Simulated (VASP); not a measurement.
A run of VASP 6.6.1 is set up as follows.

INCAR

```
SYSTEM = Ti2Te3Pt
ALGO = Normal ; EDIFF = 1E-6
ENCUT = 520 ; GGA = PE
ISIF = 2 ; ISMEAR = 0
LASPH = .True. ; LCHARG = .False.
LREAL = .False. ; LWAVE = .False.
NBANDS = 35 ; NELM = 80
PREC = Accurate ; SIGMA = 0.1
```

File KPOINTS:

```
k-points
0
Gamma
  3 3 6
  0 0 0
```

Contents of POSCAR:

```
Ti2Te3Pt
1.0
    7.0931492393      0.0000000000      0.0000000000
   -3.5465746197      6.1428474341      0.0000000000
    0.0000000000      0.0000000000      3.6337548361
Ti Te Pt
2 3 1
Direct
    0.3333333333      0.6666666667      0.0000000000
    0.6666666667      0.3333333333      0.0000000000
    0.5000000000      0.0000000000      0.5000000000
    0.5000000000      0.5000000000      0.5000000000
    0.0000000000      0.5000000000      0.5000000000
    0.0000000000      0.0000000000      0.0000000000
```

Potentials or basis: VASP PAW PBE potentials, release 64 (Ti_sv, Te, Pt).

Run with:

```console
$ cat potpaw_PBE.64/Ti_sv/POTCAR potpaw_PBE.64/Te/POTCAR potpaw_PBE.64/Pt/POTCAR > POTCAR
$ mpirun -np 1 vasp_std > vasp.out
```

Task: What does it give for the pressure?

Result: 0.3 GPa.

Task: Predict the band gap on the k mesh.

Result: Zero (band 26 reaches 6.84 eV, above the bottom of band 27 at 6.23 eV).

Stress tensor (GPa, compression positive):
```
0.36 0.00 0.00
0.00 0.36 0.00
0.00 0.00 0.10
```

Caveat: spin-orbit coupling is left out, which moves the levels of the heavy elements.
